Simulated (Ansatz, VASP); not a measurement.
Two plane-wave programs on SiGe2N2

```
CELL_PARAMETERS angstrom
5.49668 0.00000 0.00000
0.00000 5.49668 0.00000
0.00000 0.00000 4.02808
ATOMIC_POSITIONS crystal
Si 0.00000 0.00000 0.00000
Si 0.50000 0.50000 0.00000
Ge 0.36130 0.86130 0.50000
Ge 0.13870 0.36130 0.50000
Ge 0.63870 0.13870 0.50000
Ge 0.86130 0.63870 0.50000
N 0.16010 0.66010 0.50000
N 0.33990 0.16010 0.50000
N 0.83990 0.33990 0.50000
N 0.66010 0.83990 0.50000
```

Alike in both runs: task single point; functional PBE; k mesh 4 × 4 × 4; occupations gaussian, width 0.1 eV; no spin polarisation.

|  | VASP | Ansatz |
| --- | --- | --- |
| version | VASP 6.6.1 | Ansatz 0.2.0 |
| potentials or method | VASP PAW PBE potentials, release 64 (Si, Ge_d, N), cutoff 520 eV | scalar-relativistic, plane waves, PAW |
| valence electrons in the cell | 84 | 84 |

|  | VASP | Ansatz | Ansatz less VASP |
| --- | --- | --- | --- |
| gap on the k mesh at the Fermi level (eV) | none | none | - |
| rms of the force components (eV/Å) | 2.046 | 2.020 | -0.0263 |

Atom by atom the forces differ by 0.075 eV/Å (rms over components). A gap of «none» marks a metal or a gap that the smearing closes.

The k mesh is coarse, so the values compare programs but aren't converged.
